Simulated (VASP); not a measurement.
A run of VASP 6.6.1:

INCAR

```
SYSTEM = Na
  ALGO = Normal
  EDIFF = 1E-8
  ENCUT = 520
  GGA = PS
  ISIF = 2
  ISMEAR = -1
  LASPH = .TRUE.
  LCHARG = .FALSE.
  LEFG = .TRUE.
  LREAL = .FALSE.
  LWAVE = .FALSE.
  NBANDS = 14
  NELM = 60
  PREC = Accurate
  SIGMA = 0.05
```

File KPOINTS:

```
k-points
0
G
  13 13 7
  0 0 0
```

Contents of POSCAR:

```
Na
1.0
    3.7795160430      0.0000000000      0.0000000000
   -1.8897580215      3.2731569073      0.0000000000
    0.0000000000      0.0000000000      6.1744453329
Na
2
Direct
    0.3333333333      0.6666666667      0.2500000000
    0.6666666667      0.3333333333      0.7500000000
```

Potentials or basis: VASP PAW PBE potentials, release 64 (Na_pv).

Launch:

```bash
$ cat potpaw_PBE.64/Na_pv/POTCAR > POTCAR
$ mpirun -np 1 vasp_std > vasp.out
```

Hardware: 1 thread of Intel(R) Xeon(R) Platinum 8259CL CPU @ 2.50GHz (Skylake/Cascade Lake), with other jobs on the host.

Estimate the wall time of this run.

Wall time 50 s on 1 thread of Intel(R) Xeon(R) Platinum 8259CL CPU @ 2.50GHz (Skylake/Cascade Lake), on a shared host, peak memory 0.21 GiB. Counts: scf iterations 12, k points 84.
